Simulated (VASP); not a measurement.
# Si2Ni: single point with PBEsol

Crystal: Si2Ni.

```xyz
3
Lattice="0.0000 2.5946 2.5946 2.6957 -0.1011 2.6957 2.6957 2.6957 -0.1011" Properties=species:S:1:pos:R:3 pbc="T T T"
Si    1.3479    1.2973    1.2973
Si    4.0436    3.8919    3.8919
Ni    0.0000    0.0000    0.0000
```

This cell differs from its parent crystal: strain -0.0750 x Voigt [0, 0, 0, 1, 0, 0].

```yaml
Program: VASP 6.6.1
Task: single point
Functional: PBEsol
Potentials_or_basis: VASP PAW PBE potentials, release 64 (Si, Ni)
Cutoff: 520 eV
k_mesh: 16 × 16 × 16
Occupations: gaussian, width 0.15 eV
Spin: no spin polarisation
Dipole_correction: no
Further_INCAR_settings: ALGO = Normal; EDIFF = 1e-06; NBANDS = 16
```

- Pressure: 1.1 GPa
- Largest force: 0.584 eV/Å
- Band gap on the k mesh: zero (bands 9 and 10 overlap by 2.19 eV)

Forces in eV/Å, atoms in the order of the input:
```
Si   0.584  0.000  0.000
Si  -0.584  0.000  0.000
Ni   0.000  0.000  0.000
```

Stress tensor (GPa, compression positive):
```
0.20 0.00 0.00
0.00 1.50 8.81
0.00 8.81 1.50
```

Levels at points of the mesh, in eV from the Fermi level:
| k point | band 6 | band 7 | band 8 | band 9 | band 10 | band 11 | band 12 | band 13 |
| --- | --- | --- | --- | --- | --- | --- | --- | --- |
| (0.00, 0.00, 0.00) | -3.52 | -0.40 | 1.39 | 1.70 | 1.84 | 2.20 | 2.55 | 2.74 |
| (0.50, 0.00, 0.00) | -3.35 | -3.34 | -1.74 | -1.57 | 1.53 | 1.56 | 1.64 | 2.64 |
| (0.00, 0.50, 0.00) | -3.37 | -3.35 | -1.32 | -1.00 | 1.89 | 2.15 | 2.17 | 3.09 |
| (0.50, 0.50, 0.00) | -3.65 | -3.62 | -3.45 | -3.14 | -0.37 | 1.38 | 7.64 | 8.22 |
| (0.00, 0.50, 0.50) | -3.80 | -3.50 | -3.48 | -3.12 | -0.48 | 1.57 | 7.88 | 8.40 |

It took 7.6 min on 1 thread of Intel Xeon 8259CL (shared host), peak memory 0.47 GiB.

Caveat: the cell differs from its parent crystal (strain -0.0750 x Voigt [0, 0, 0, 1, 0, 0]); the PAW data sets were made with another functional, which shifts forces and pressure a little. Spin polarisation is off, so any magnetic state and its effect on volume and gap are missing.
